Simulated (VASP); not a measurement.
Crystal: MgSiN.

```
CELL_PARAMETERS angstrom
3.38808 0.00000 0.00000
0.00000 3.38808 0.00000
0.00000 0.00000 3.45775
ATOMIC_POSITIONS crystal
Mg 0.00000 0.00000 0.00000
Si 0.50000 0.50000 0.50000
N 0.50000 0.50000 0.00000
```

The cell was built from a structure type or drawn by symmetry, and may not be a known phase.

* Program: VASP 6.6.1
* Task: relaxation of cell and atoms
* Functional: PBE
* Potentials or basis: VASP PAW PBE potentials, release 64 (Mg, Si, N)
* Cutoff: 600 eV
* k mesh: 14 × 14 × 14
* Occupations: gaussian, width 0.1 eV
* Spin: no spin polarisation

At the start: pressure 0.5 GPa; volume 13.23 Å³/atom.

**Question.** How do energy, volume and symmetry change on relaxing?

**Answer.** Over 10 steps the energy falls by 185.8 meV/atom and the volume is 11.95 Å³/atom (-9.7 %); space group P4/mmm (No. 123, to 0.1 Å) before and after.

Step by step:
```
step  energy change (eV)  largest force (eV/Å)  pressure (GPa)  volume (Å³)
   1              0.0000                0.0000            0.53        39.69
   2             -0.3794                0.0000           -7.72        39.75
   3             -0.4328                0.0000           -9.53        39.51
   4             -0.4361                0.0000           -9.39        39.62
   5             -0.5217                0.0000            2.80        34.97
   6             -0.5448                0.0000           -1.73        36.30
   7             -0.5575                0.0000           -0.23        35.91
   8             -0.5575                0.0000           -0.12        35.88
   9             -0.5575                0.0000           -0.08        35.88
  10             -0.5575                0.0000            0.03        35.84
```

Final structure:
```yaml
crystal:
  lattice:
    - [3.06234, 0.00000, 0.00000]
    - [0.00000, 3.06234, 0.00000]
    - [0.00000, 0.00000, 3.82173]
  atoms:
    - { symbol: Mg, position: [0.00000, 0.00000, 0.00000] }
    - { symbol: Si, position: [0.50000, 0.50000, 0.50000] }
    - { symbol: N, position: [0.50000, 0.50000, 0.00000] }
```
